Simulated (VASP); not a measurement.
# GaSb (I-4m2) in VASP: electric field gradients with PBE

Aim: the electric field gradients of GaSb with PBE.

All numbers are computed with VASP 6.6.1; they aren't measurements. Logs are shortened: lines on timing, memory, paths and dates and some standing lists are left out, and cuts for length are marked.

### Step 1. The cell of the first run

Symmetry: I-4m2, No. 119, tetragonal system. The conventional cell has a = 5.507 Å, b = 5.507 Å, c = 3.181 Å, α = 90.00°, β = 90.00°, γ = 90.00°. Sb (site symmetry -4m2) has 8 Ga at 2.87 to 3.64 Å and 2 Sb at 3.18 Å within 3.8 Å. Within 3.8 Å of Ga (site symmetry -4m2) lie 8 Sb at 2.87 to 3.64 Å and 2 Ga at 3.18 Å.

### Step 2. Electric field gradients, PBE

File INCAR:

```
SYSTEM = GaSb
PREC     = Accurate       ! precision mode
ENCUT    = 520            ! plane-wave cutoff, eV
EDIFF    = 1E-8           ! SCF threshold, eV
ISMEAR   = -1             ! smearing method
SIGMA    = 0.05           ! smearing width, eV
LREAL    = .FALSE.        ! projectors in reciprocal space
LASPH    = .TRUE.         ! aspherical terms in the spheres
NELM     = 100            ! most SCF steps
ALGO     = Normal         ! electronic algorithm
ISIF     = 2              ! what is computed and relaxed
LWAVE    = .FALSE.        ! write WAVECAR
LCHARG   = .FALSE.        ! write CHGCAR
GGA      = PE             ! functional
LEFG     = .TRUE.       
NBANDS   = 16             ! bands
```

File KPOINTS:

```
regular mesh
0
G
  10 10 10
  0 0 0
```

File POSCAR:

```
GaSb
1.0
   -2.7534340000      2.7534340000      1.5907070000
    2.7534340000     -2.7534340000      1.5907070000
    2.7534340000      2.7534340000     -1.5907070000
Sb Ga
1 1
Direct
    0.0000000000      0.0000000000      0.0000000000
    0.7500000000      0.2500000000      0.5000000000
```

Potentials or basis: VASP PAW PBE potentials, release 64 (Sb, Ga_d).

Run with:

```sh
$ cat potpaw_PBE.64/Sb/POTCAR potpaw_PBE.64/Ga_d/POTCAR > POTCAR
$ mpirun -np 1 vasp_std > vasp.out
```

OUTCAR:

```text
SYSTEM = GaSb
   PREC = Accurate
   ENCUT = 520
   EDIFF = 1E-8
   ISMEAR = -1
   LREAL = .FALSE.
   LASPH = .TRUE.
   NELM = 100
   ISIF = 2
   GGA = PE

 ion  position               nearest neighbor table
   1  0.000  0.000  0.000-   2 2.87   2 2.87   2 2.87   2 2.87
   2  0.750  0.250  0.500-   1 2.87   1 2.87   1 2.87   1 2.87

  LATTYP: Found a body centered tetragonal cell.
 ALAT       =     5.5068680000
 C/A-ratio  =     0.5777174975

  Lattice vectors:

 A1 = (  -2.7534340000,   2.7534340000,   1.5907070000)
 A2 = (   2.7534340000,  -2.7534340000,   1.5907070000)
 A3 = (   2.7534340000,   2.7534340000,  -1.5907070000)

Analysis of symmetry for initial positions (statically):
=====================================================================
 Subroutine PRICEL returns:
 Original cell was already a primitive cell.

 Routine SETGRP: Setting up the symmetry group for a
 body centered tetragonal supercell.

 Subroutine GETGRP returns: Found  8 space group operations
 (whereof  8 operations were pure point group operations)
 out of a pool of 16 trial point group operations.

The static configuration has the point symmetry D_2d.

Analysis of symmetry for dynamics (positions and initial velocities):
=====================================================================
 Subroutine PRICEL returns:
 Original cell was already a primitive cell.

 Routine SETGRP: Setting up the symmetry group for a
 body centered tetragonal supercell.

 Subroutine GETGRP returns: Found  8 space group operations
 (whereof  8 operations were pure point group operations)
 out of a pool of 16 trial point group operations.

The dynamic configuration has the point symmetry D_2d.

 Subroutine INISYM returns: Found  8 space group operations
 (whereof  8 operations are pure point group operations),
 and found     1 'primitive' translations

----------------------------------------------------------------------------------------

                                     Primitive cell

  volume of cell :      48.2391

  direct lattice vectors                    reciprocal lattice vectors
    -2.753434000  2.753434000  1.590707000     0.000000000  0.181591424  0.314325643
     2.753434000 -2.753434000  1.590707000     0.181591424  0.000000000  0.314325643
     2.753434000  2.753434000 -1.590707000     0.181591424  0.181591424  0.000000000

  length of vectors
     4.206322187  4.206322187  4.206322187     0.363009717  0.363009717  0.256809054

  position of ions in fractional coordinates (direct lattice)
     0.000000000  0.000000000  0.000000000
     0.750000000  0.250000000  0.500000000

  ion indices of the primitive-cell ions
   primitive index   ion index
                 1           1
                 2           2

----------------------------------------------------------------------------------------

 KPOINTS: regular mesh

Automatic generation of k-mesh.
 Grid dimensions read from file:
 generate k-points for:   10   10   10

 Generating k-lattice:

  Cartesian coordinates                     Fractional coordinates (reciprocal lattice)
     0.000000000  0.018159142  0.031432564     0.100000000 -0.000000000  0.000000000
     0.018159142  0.000000000  0.031432564    -0.000000000  0.100000000  0.000000000
     0.018159142  0.018159142  0.000000000     0.000000000  0.000000000  0.100000000

  Length of vectors
     0.036300972  0.036300972  0.025680905

  Shift w.r.t. Gamma in fractional coordinates (k-lattice)
     0.000000000  0.000000000  0.000000000

 Subroutine IBZKPT returns following result:
 ===========================================

 Found    102 irreducible k-points:

 Following reciprocal coordinates:
            Coordinates               Weight
  0.000000  0.000000  0.000000      1.000000
  0.100000 -0.000000  0.000000      8.000000
  0.200000 -0.000000  0.000000      8.000000
  0.300000  0.000000  0.000000      8.000000
  0.400000  0.000000 -0.000000      8.000000
  0.500000  0.000000  0.000000      4.000000
[... 16 lines left out ...]
  0.300000  0.300000  0.000000      8.000000
  0.400000  0.300000  0.000000     16.000000
 [... further k-points ...]
   k-points           NKPTS =    102   k-points in BZ     NKDIM =    102   number of bands    NBANDS=     16
   number of dos      NEDOS =    301   number of ions     NIONS =      2
   total plane-waves  NPLWV =  32768
   dimension x,y,z NGX =    32 NGY =   32 NGZ =   32
   dimension x,y,z NGXF=    64 NGYF=   64 NGZF=   64
   ions per type =               1   1
   NGX,Y,Z   is equivalent  to a cutoff of  12.65, 12.65, 12.65 a.u.
   NGXF,Y,Z  is equivalent  to a cutoff of  25.29, 25.29, 25.29 a.u.
 SYSTEM =  GaSb
   PREC   = accura    normal or accurate (medium, high low for compatibility)
   ISTART =      0    job   : 0-new  1-cont  2-samecut
   ICHARG =      2    charge: 1-file 2-atom 10-const
   ISPIN  =      1    spin polarized calculation?
   LNONCOLLINEAR =      F non collinear calculations
   LSORBIT =      F    spin-orbit coupling
   LASPH  =      T    aspherical Exc in radial PAW
   ENCUT  =  520.0 eV  38.22 Ry    6.18 a.u.   7.82  7.82  7.82*2*pi/ulx,y,z
   NELM   =    100;   NELMIN=  2; NELMDL= -5     # of ELM steps
   EDIFF  = 0.1E-07   stopping-criterion for ELM
   LREAL  =      F    real-space projection
   EDIFFG = 0.1E-06   stopping-criterion for IOM
   NSW    =      0    number of steps for IOM
   IBRION =     -1    ionic relax: 0-MD 1-quasi-New 2-CG
   NFREE  =      0    steps in history (QN), initial steepest desc. (CG)
   ISIF   =      2    stress and relaxation
   ISYM   =      2    0-nonsym 1-usesym 2-fastsym
   POTIM  = 0.5000    time-step for ionic-motion
   TEBEG  =    0.0;   TEEND  =   0.0 temperature during run
   PSTRESS=    0.0 pullay stress
   NELECT =      18.0000    total number of electrons
   NUPDOWN=      -1.0000    fix difference up-down
   EMIN   =  10.00;   EMAX   =-10.00  energy-range for DOS
   EFERMI =   0.00;   METHOD = LEGACY
   ISMEAR =    -1;   SIGMA  =   0.05  broadening in eV -4-tet -1-fermi 0-gaus
   EFERMI_NEDOS =   21; number of points for ismear=-14 and -15
   IALGO  =     38    algorithm
   IMIX   =      4    mixing-type and parameters
     AMIX     =   0.40;   BMIX     =  1.00
     AMIX_MAG =   1.60;   BMIX_MAG =  1.00
  volume/ion in A,a.u.               =      24.12       162.77
  Fermi-wavevector in a.u.,A,eV,Ry     =   1.178598  2.227228 18.899772  1.389094
  Thomas-Fermi vector in A             =   2.314924
   LORBIT       =      0    0 simple, 1 ext, 2 COOP (PROOUT), +10 PAW based schemes
   GGA     = PE    functional components
   LHFCALC =     F    Hartree Fock is set to
   AEXX    =    0.0000 exact exchange contribution
   IVDW    =     0    specifies the selected vdW correction
   LEPSILON=     F    determine dielectric tensor
   LRPA    =     F    only Hartree local field effects (RPA)
 non-spin polarized calculation
  energy-cutoff  :      520.00
  volume of cell :       48.24
 maximum number of plane-waves:      1314
   NGX = 15   NGY = 15   NGZ = 15

 number of electron      17.9999994 magnetization

 Free energy of the ion-electron system (eV)
  ---------------------------------------------------
  ext. energy  EPLUGINS =         0.00000000
  ---------------------------------------------------
  free energy    TOTEN  =        -6.99620241 eV

  energy without entropy =       -6.99141120  energy(sigma->0) =       -6.99380680

 E-fermi :   6.5437     XC(G=0): -10.2358

 val. band max:        6.5328209473   @ k =   0.4000   0.4000   0.1000
 cond. band min:       6.5446642966   @ k =   0.4000   0.4000   0.0000
 fundamental gap:      0.0118433493
 Fermi energy:         6.5436882671

 k-point     1 :       0.0000    0.0000    0.0000
  band No.  band energies     occupation
      1      -8.3705      2.00000
      2      -8.2900      2.00000
      3      -8.2827      2.00000
      4      -8.2600      2.00000
      5      -8.2600      2.00000
      6      -5.3833      2.00000
[... 8 lines left out ...]
     15      16.3619      0.00000
     16      17.2336      0.00000

 k-point     2 :       0.1000   -0.0000    0.0000
  band No.  band energies     occupation
      1      -8.3581      2.00000
      2      -8.2913      2.00000
      3      -8.2808      2.00000
      4      -8.2652      2.00000
      5      -8.2651      2.00000
      6      -5.1929      2.00000
[... 8 lines left out ...]
     15      15.9179      0.00000
     16      16.3371      0.00000

 k-point     3 :       0.2000   -0.0000    0.0000
  band No.  band energies     occupation
      1      -8.3261      2.00000
      2      -8.2950      2.00000
      3      -8.2819      2.00000
      4      -8.2781      2.00000
      5      -8.2723      2.00000
      6      -4.6262      2.00000
[... 8 lines left out ...]
     15      14.6204      0.00000
     16      16.1240      0.00000

 k-point     4 :       0.3000    0.0000    0.0000
  band No.  band energies     occupation
      1      -8.3084      2.00000
      2      -8.2981      2.00000
      3      -8.2932      2.00000
      4      -8.2788      2.00000
      5      -8.2663      2.00000
      6      -3.7077      2.00000
[... 8 lines left out ...]
     15      13.8444      0.00000
     16      16.8642      0.00000
[... 324 lines left out ...]
 k-point    22 :      -0.2000    0.2000    0.0000
  band No.  band energies     occupation
      1      -8.3671      2.00000
      2      -8.2969      2.00000
      3      -8.2786      2.00000
      4      -8.2607      2.00000
      5      -8.2568      2.00000
      6      -5.0389      2.00000
[... 8 lines left out ...]
     15      15.6321      0.00000
     16      16.6875      0.00000

 k-point    23 :       0.3000    0.3000    0.0000
  band No.  band energies     occupation
      1      -8.3201      2.00000
      2      -8.3106      2.00000
      3      -8.3011      2.00000
      4      -8.2591      2.00000
      5      -8.2470      2.00000
      6      -1.7631      2.00000
[... 8 lines left out ...]
     15      15.4249      0.00000
     16      17.2178      0.00000

 k-point    24 :       0.4000    0.3000    0.0000
  band No.  band energies     occupation
      1      -8.3138      2.00000
      2      -8.2995      2.00000
      3      -8.2926      2.00000
      4      -8.2770      2.00000
      5      -8.2612      2.00000
      6      -2.5988      2.00000
[... 8 lines left out ...]
     15      16.1960      0.00000
     16      17.1978      0.00000

 [... further k-points ...]
[... 5 lines left out ...]
  --------------------------------------------------------------------------------------
  -------------------------------------------------------------------------------------
  Total        0.1486556      0.1486556     -0.1429442      0.0000000     -0.0000000      0.0000000
  in kB        4.9373319      4.9373319     -4.7476371      0.0000000     -0.0000000      0.0000000
  external PRESSURE =       1.7090089 kB  Pullay stress =       0.0000000 kB

 VOLUME and BASIS-vectors are now :
 -----------------------------------------------------------------------------
  energy-cutoff  :      520.00
  volume of cell :       48.24
      direct lattice vectors                 reciprocal lattice vectors
    -2.753434000  2.753434000  1.590707000     0.000000000  0.181591424  0.314325643
     2.753434000 -2.753434000  1.590707000     0.181591424  0.000000000  0.314325643
     2.753434000  2.753434000 -1.590707000     0.181591424  0.181591424  0.000000000

 POSITION                                       TOTAL-FORCE (eV/Angst)
 -----------------------------------------------------------------------------------
      0.00000      0.00000      0.00000        -0.000000      0.000000      0.000000
      0.00000      2.75343      0.79535         0.000000     -0.000000     -0.000000
 -----------------------------------------------------------------------------------
    total drift:                               -0.000000      0.000000      0.000000

  FREE ENERGIE OF THE ION-ELECTRON SYSTEM (eV)
  ---------------------------------------------------
  free  energy   TOTEN  =        -6.9962024106 eV

  energy  without entropy=       -6.9914111982  energy(sigma->0) =       -6.99380680

 Electric field gradients (V/A^2)
---------------------------------------------------------------------
 ion       V_xx      V_yy      V_zz      V_xy      V_xz      V_yz
---------------------------------------------------------------------
   1     -62.602   -62.602   125.204    -0.000    -0.000    -0.000
   2     -17.120   -17.120    34.240     0.003     0.002     0.002
---------------------------------------------------------------------

 Electric field gradients after diagonalization (V/A^2)
 (convention: |V_zz| > |V_xx| > |V_yy|)
----------------------------------------------------------------------
 ion       V_xx      V_yy      V_zz     asymmetry (V_yy - V_xx)/ V_zz
----------------------------------------------------------------------
   1     -62.602   -62.602   125.204       0.000
   2     -17.123   -17.117    34.240       0.000
----------------------------------------------------------------------

           NMR quadrupolar parameters

 Cq : quadrupolar parameter    Cq=e*Q*V_zz/h
 eta: asymmetry parameters     (V_yy - V_xx)/ V_zz
 Q  : nuclear electric quadrupole moment in mb (millibarn)
----------------------------------------------------------------------
 ion       Cq(MHz)       eta       Q (mb)
----------------------------------------------------------------------
   1       0.303       0.000       1.000
   2       0.083       0.000       1.000
----------------------------------------------------------------------
```

Run time: 30 s. Hardware: 1 thread of Intel Xeon 6975P-C (Granite Rapids), shared host; peak memory 0.23 GiB.

Results:

| Item | Value |
| --- | --- |
| Free energy | -6.9962 eV |
| Pressure | 0.2 GPa |
| Band gap on the k mesh | zero (band 9 reaches 8.35 eV, above the bottom of band 10 at 3.85 eV) |

Stress tensor (GPa, compression positive):
```
 0.49  0.00  0.00
 0.00  0.49  0.00
 0.00  0.00 -0.47
```

Electric field gradients, principal values (V/Å²):
```
atom    least   middle  greatest (by size)
1 Sb  -62.602  -62.602             125.204
2 Ga  -17.117  -17.123              34.240
```

Caveat: without QUAD_EFG the Cq values of the log hold for a quadrupole moment of 1 mb, not for the nuclei; spin-orbit coupling is left out, which moves the levels of the heavy elements.
